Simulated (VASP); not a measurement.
# Al16Cu in VASP: notebook

The runs below take Al16Cu through single point, with PBE+D3(BJ).

Everything below comes from runs of VASP 6.6.1. Logs are shortened: lines on timing, memory, paths and dates and some standing lists are left out, and cuts for length are marked.

## Step 1: The cell of the first run

The cell holds a slab with vacuum, 17 atoms: a = 5.631 Å, b = 7.964 Å, c = 21.329 Å, α = 90.00°, β = 90.00°, γ = 90.00°.

## Step 2: Single point, PBE+D3(BJ)

File INCAR:

```
SYSTEM = Al16Cu
PREC = Accurate
ENCUT = 520
EDIFF = 1E-6
ISMEAR = 0
SIGMA = 0.1
LREAL = Auto
LASPH = .True.
NELM = 80
ALGO = Normal
ISIF = 2
LWAVE = .False.
LCHARG = .False.
LDIPOL = .True.
IDIPOL = 3
DIPOL = 0.5 0.5 0.301
GGA = PE
IVDW = 12
NBANDS = 44
```

File KPOINTS:

```
regular mesh
0
Gamma
  5 4 1
  0 0 0
```

File POSCAR:

```
Al16Cu
1.0
    5.6314608543      0.0000000000      0.0000000000
    0.0000000000      7.9640883162      0.0000000000
    0.0000000000      0.0000000000     21.3288851192
Al Cu
16 1
Direct
    0.2500000000      0.2500000000      0.1875391038
    0.2500000000      0.7500000000      0.1875391038
    0.7500000000      0.2500000000      0.1875391038
    0.7500000000      0.7500000000      0.1875391038
    0.0000000000      0.0000000000      0.2535465489
    0.0000000000      0.5000000000      0.2535465489
    0.5000000000      0.0000000000      0.2535465489
    0.5000000000      0.5000000000      0.2535465489
    0.2500000000      0.2500000000      0.3225569796
    0.2500000000      0.7500000000      0.3225569796
    0.7500000000      0.2500000000      0.3225569796
    0.7500000000      0.7500000000      0.3225569796
    0.0000000000      0.0000000000      0.3858094351
    0.0000000000      0.5000000000      0.3858094351
    0.5000000000      0.0000000000      0.3858094351
    0.5000000000      0.5000000000      0.3858094351
    0.2500000000      0.0000000000      0.5170868078
```

Potentials or basis: VASP PAW PBE potentials, release 64 (Al, Cu).

The run is started by

```console
$ cat potpaw_PBE.64/Al/POTCAR potpaw_PBE.64/Cu/POTCAR > POTCAR
$ mpirun -np 1 vasp_std > vasp.out
```

OUTCAR:

```text
SYSTEM = Al16Cu
   PREC = Accurate
   ENCUT = 520
   EDIFF = 1E-6
   ISMEAR = 0
   LREAL = Auto
   LASPH = .True.
   NELM = 80
   ISIF = 2
   GGA = PE
   IVDW = 12
 IVDW          = 12

 ion  position               nearest neighbor table
   1  0.250  0.250  0.188-   3 2.82   3 2.82   6 2.82   7 2.82   8 2.82   5 2.82   9 2.88
   2  0.250  0.750  0.188-   4 2.82   4 2.82   6 2.82   7 2.82   8 2.82   5 2.82  10 2.88
   3  0.750  0.250  0.188-   1 2.82   1 2.82   6 2.82   7 2.82   8 2.82   5 2.82  11 2.88
   4  0.750  0.750  0.188-   2 2.82   2 2.82   6 2.82   7 2.82   8 2.82   5 2.82  12 2.88
   5  0.000  0.000  0.254-   7 2.82   7 2.82   3 2.82   4 2.82   1 2.82   2 2.82  13 2.82  11 2.85
                            12 2.85   9 2.85  10 2.85
   6  0.000  0.500  0.254-   8 2.82   8 2.82   3 2.82   4 2.82   1 2.82   2 2.82  14 2.82  11 2.85
                            12 2.85   9 2.85  10 2.85
   7  0.500  0.000  0.254-   5 2.82   5 2.82   3 2.82   4 2.82   1 2.82   2 2.82  15 2.82  11 2.85
                            12 2.85   9 2.85  10 2.85
   8  0.500  0.500  0.254-   6 2.82   6 2.82   3 2.82   4 2.82   1 2.82   2 2.82  16 2.82  11 2.85
                            12 2.85   9 2.85  10 2.85
   9  0.250  0.250  0.323-  13 2.79  14 2.79  15 2.79  16 2.79  11 2.82  11 2.82   7 2.85   8 2.85
                             5 2.85   6 2.85   1 2.88
  10  0.250  0.750  0.323-  13 2.79  14 2.79  15 2.79  16 2.79  12 2.82  12 2.82   7 2.85   8 2.85
                             5 2.85   6 2.85   2 2.88
  11  0.750  0.250  0.323-  13 2.79  14 2.79  15 2.79  16 2.79   9 2.82   9 2.82   7 2.85   8 2.85
                             5 2.85   6 2.85   3 2.88
  12  0.750  0.750  0.323-  13 2.79  14 2.79  15 2.79  16 2.79  10 2.82  10 2.82   7 2.85   8 2.85
                             5 2.85   6 2.85   4 2.88
  13  0.000  0.000  0.386-   9 2.79  10 2.79  11 2.79  12 2.79  15 2.82  15 2.82   5 2.82
  14  0.000  0.500  0.386-   9 2.79  10 2.79  11 2.79  12 2.79  16 2.82  16 2.82   6 2.82
  15  0.500  0.000  0.386-   9 2.79  10 2.79  11 2.79  12 2.79  13 2.82  13 2.82   7 2.82
  16  0.500  0.500  0.386-   9 2.79  10 2.79  11 2.79  12 2.79  14 2.82  14 2.82   8 2.82
  17  0.250  0.000  0.517-

  LATTYP: Found a simple orthorhombic cell.
 ALAT       =     5.6314608543
 B/A-ratio  =     1.4142135624
 C/A-ratio  =     3.7874515461

  Lattice vectors:

 A1 = (   5.6314608543,   0.0000000000,   0.0000000000)
 A2 = (   0.0000000000,   7.9640883162,   0.0000000000)
 A3 = (   0.0000000000,   0.0000000000,  21.3288851192)

Analysis of symmetry for initial positions (statically):
=====================================================================
 Subroutine PRICEL returns:
 Original cell was already a primitive cell.

 Routine SETGRP: Setting up the symmetry group for a
 simple orthorhombic supercell.

 Subroutine GETGRP returns: Found  4 space group operations
 (whereof  2 operations were pure point group operations)
 out of a pool of  8 trial point group operations.

[... 152 lines left out ...]
  Fermi-wavevector in a.u.,A,eV,Ry     =   0.646820  1.222313  5.692360  0.418377
  Thomas-Fermi vector in A             =   1.714927
   LORBIT       =      0    0 simple, 1 ext, 2 COOP (PROOUT), +10 PAW based schemes
   GGA     = PE    functional components
   LHFCALC =     F    Hartree Fock is set to
   AEXX    =    0.0000 exact exchange contribution
   IVDW    =    12    specifies the selected vdW correction
   LEPSILON=     F    determine dielectric tensor
   LRPA    =     F    only Hartree local field effects (RPA)
 non-spin polarized calculation
 Gauss-broadening in eV      SIGMA  =   0.10
  energy-cutoff  :      520.00
  volume of cell :      956.59
 maximum number of plane-waves:     25803
 NGX is ok and might be reduce to    42
   NGX = 21   NGY = 29   NGZ = 79

 dipolmoment           0.000000      0.000000     -0.004734 electrons x Angstroem

 number of electron      59.0000007 magnetization

 dipolmoment           0.000000      0.000000      0.020779 electrons x Angstroem

 Free energy of the ion-electron system (eV)
  ---------------------------------------------------
  ext. energy  EPLUGINS =         0.00000000
  ---------------------------------------------------
  free energy    TOTEN  =       -56.23645408 eV

  energy without entropy =      -56.17635142  energy(sigma->0) =      -56.20640275

 E-fermi :  -0.5496     XC(G=0):  -4.0958

 val. band max:       -0.5647176843   @ k =   0.0000   0.2500   0.0000
 cond. band min:      -0.5416385936   @ k =   0.0000   0.2500   0.0000
 fundamental gap:      0.0230790907
 Fermi energy:        -0.5496143535

 k-point     1 :       0.0000    0.0000    0.0000
  band No.  band energies     occupation
      1     -11.0083      2.00000
      2      -8.7557      2.00000
      3      -8.7018      2.00000
      4      -8.5657      2.00000
      5      -6.4650      2.00000
      6      -6.4351      2.00000
[... 385 lines left out ...]
     40       1.9367      0.00000
     41       2.0351      0.00000
 [bands above 41 left out]

------------------------ aborting loop because EDIFF is reached ----------------------------------------

 vacuum level on the upper side and lower side of the slab       (xc-potential included)        -0.142        -0.204

 Edisp (eV)   -3.57516

 E8    (eV) :    -1.6712

  FORCE on cell =-STRESS in cart. coord.  units (eV):
  Direction    XX          YY          ZZ          XY          YZ          ZX
  --------------------------------------------------------------------------------------
  -------------------------------------------------------------------------------------
  Total     -11.19613    -3.56711    -5.02857     0.00000     0.00000     0.00000
  in kB     -18.75224    -5.97450    -8.42228     0.00000     0.00000     0.00000
  external pressure =      -11.05 kB  Pullay stress =        0.00 kB

 VOLUME and BASIS-vectors are now :
 -----------------------------------------------------------------------------
  energy-cutoff  :      520.00
  volume of cell :      956.59
      direct lattice vectors                 reciprocal lattice vectors
     5.631460854  0.000000000  0.000000000     0.177573817  0.000000000  0.000000000
     0.000000000  7.964088316  0.000000000     0.000000000  0.125563650  0.000000000
     0.000000000  0.000000000 21.328885119     0.000000000  0.000000000  0.046884776

 POSITION                                       TOTAL-FORCE (eV/Angst)
 -----------------------------------------------------------------------------------
      1.40787      1.99102      4.00000         0.000000     -0.008075      0.178069
      1.40787      5.97307      4.00000         0.000000      0.008075      0.178069
      4.22360      1.99102      4.00000         0.000000      0.007851      0.172895
      4.22360      5.97307      4.00000         0.000000     -0.007851      0.172895
      0.00000      0.00000      5.40787        -0.172265      0.000000     -0.152879
      0.00000      3.98204      5.40787        -0.032893      0.000000     -0.077998
[... 9 lines left out ...]
      2.81573      3.98204      8.22889        -0.010911      0.000000      0.014919
      1.40787      0.00000     11.02889         0.000000      0.000000     -1.286623
 -----------------------------------------------------------------------------------
    total drift:                               -0.000000      0.000000      0.000412

  FREE ENERGIE OF THE ION-ELECTRON SYSTEM (eV)
  ---------------------------------------------------
  free  energy   TOTEN  =       -59.8116120766 eV

  energy  without entropy=      -59.7515094145  energy(sigma->0) =      -59.78156075

 vacuum level on the upper side and lower side of the slab         3.397         3.336
```

OSZICAR:

```text
N       E                     dE             d eps       ncg     rms          rms(c)
DAV:   1     0.259723964188E+03    0.25972E+03   -0.16892E+04   792   0.939E+02
DAV:   2    -0.433512692471E+02   -0.30308E+03   -0.28662E+03  1032   0.173E+02
DAV:   3    -0.639668931917E+02   -0.20616E+02   -0.19050E+02   976   0.503E+01
DAV:   4    -0.653467791795E+02   -0.13799E+01   -0.13510E+01  1360   0.159E+01
[... 24 lines left out ...]
DAV:  29    -0.562364332309E+02   -0.35026E-04   -0.17467E-05   904   0.373E-02    0.964E-03
DAV:  30    -0.562364433452E+02   -0.10114E-04   -0.25217E-06   804   0.994E-03    0.497E-03
DAV:  31    -0.562364510539E+02   -0.77087E-05   -0.15506E-06   696   0.572E-03    0.363E-03
DAV:  32    -0.562364531424E+02   -0.20884E-05   -0.19676E-06   736   0.138E-02    0.128E-03
DAV:  33    -0.562364540811E+02   -0.93877E-06   -0.38645E-07   600   0.674E-03
   1 F= -.59811612E+02 E0= -.59781561E+02  d E =-.601027E-01
```

It took 7.7 min on 1 thread of AMD EPYC 9R45 (Zen 5), shared host; peak memory 0.85 GiB.

Results:

```yaml
Free_energy: -59.8116 eV
Largest_force: 1.287 eV/Å
Band_gap_on_the_k_mesh: zero (an odd number of electrons rules out a gap without spin polarisation)
Dispersion_energy_per_atom: -0.210 eV
```

Forces on the atoms (eV/Å):
```
Al   0.000 -0.008  0.178
Al   0.000  0.008  0.178
Al   0.000  0.008  0.173
Al   0.000 -0.008  0.173
Al  -0.172  0.000 -0.153
Al  -0.033  0.000 -0.078
Al   0.172  0.000 -0.153
Al   0.033  0.000 -0.078
Al   0.000 -0.007 -0.045
Al   0.000  0.007 -0.045
Al   0.000 -0.062 -0.055
Al   0.000  0.062 -0.055
Al   0.001  0.000  0.608
Al   0.011  0.000  0.015
Al  -0.001  0.000  0.608
Al  -0.011  0.000  0.015
Cu   0.000  0.000 -1.287
```

## Step 3: Single point, PBE+D3(BJ)

File INCAR:

```
ALGO     = Normal         # electronic algorithm
DIPOL    = 0.5 0.5 0.301
EDIFF    = 1E-7           # SCF threshold, eV
ENCUT    = 520            # plane-wave cutoff, eV
GGA      = PE             # functional
IDIPOL   = 3            
ISIF     = 2              # what is computed and relaxed
ISMEAR   = 0              # smearing method
IVDW     = 12             # dispersion correction
LASPH    = T              # aspherical terms in the spheres
LCHARG   = T              # write CHGCAR
LDIPOL   = T            
LELF     = T              # ELF
LREAL    = Auto         
LVACPOTAV= T            
LVHAR    = T            
LWAVE    = F              # write WAVECAR
NBANDS   = 44             # bands
NELM     = 60             # most SCF steps
PREC     = Accurate       # precision mode
SIGMA    = 0.1            # smearing width, eV
```

File KPOINTS:

```
k-points
0
Gamma
  5 4 1
```

Edit POSCAR of step 2 so:

```diff
@@ -24,2 +24,2 @@
     0.5000000000      0.5000000000      0.3858094351
-    0.2500000000      0.0000000000      0.5170868078
+    0.2500000000      0.2500000000      0.5170868078
```

Potentials or basis: VASP PAW PBE potentials, release 64 (Al, Cu).

The run is started by

```console
$ cat potpaw_PBE.64/Al/POTCAR potpaw_PBE.64/Cu/POTCAR > POTCAR
$ mpirun -np 1 vasp_std > vasp.out
```

Run time: 9.1 min. Hardware: 1 thread of AMD EPYC 9R45 (Zen 5), shared host; peak memory 0.85 GiB.

Results (log left out):

- Free energy: -59.5001 eV
- Largest force: 1.088 eV/Å
- Band gap on the k mesh: zero (an odd number of electrons rules out a gap without spin polarisation)
- Dispersion energy per atom: -0.212 eV

Forces on the atoms (eV/Å):
```
Al   0.000  0.000  0.166
Al   0.000  0.000  0.151
Al   0.000  0.000  0.182
Al   0.000  0.000  0.126
Al  -0.078 -0.019 -0.120
Al  -0.078  0.019 -0.120
Al   0.078 -0.019 -0.120
Al   0.078  0.019 -0.120
Al   0.000  0.000 -0.090
Al   0.000  0.000  0.060
Al   0.000  0.000 -0.038
Al   0.000  0.000 -0.075
Al   0.039  0.148  0.271
Al   0.039 -0.148  0.271
Al  -0.039  0.148  0.271
Al  -0.039 -0.148  0.271
Cu   0.000  0.000 -1.088
```

Levels at points of the mesh, in eV from the Fermi level:
| k point | band 28 | band 29 | band 30 | band 31 | band 32 | band 33 |
| --- | --- | --- | --- | --- | --- | --- |
| (0.00, 0.00, 0.00) | -0.67 | -0.55 | -0.24 | -0.11 | 0.02 | 0.20 |
| (0.00, 0.50, 0.00) | -0.82 | -0.80 | -0.12 | 0.27 | 0.29 | 0.31 |

The gap in the log of VASP goes by the Fermi energy; the results here count the filled bands.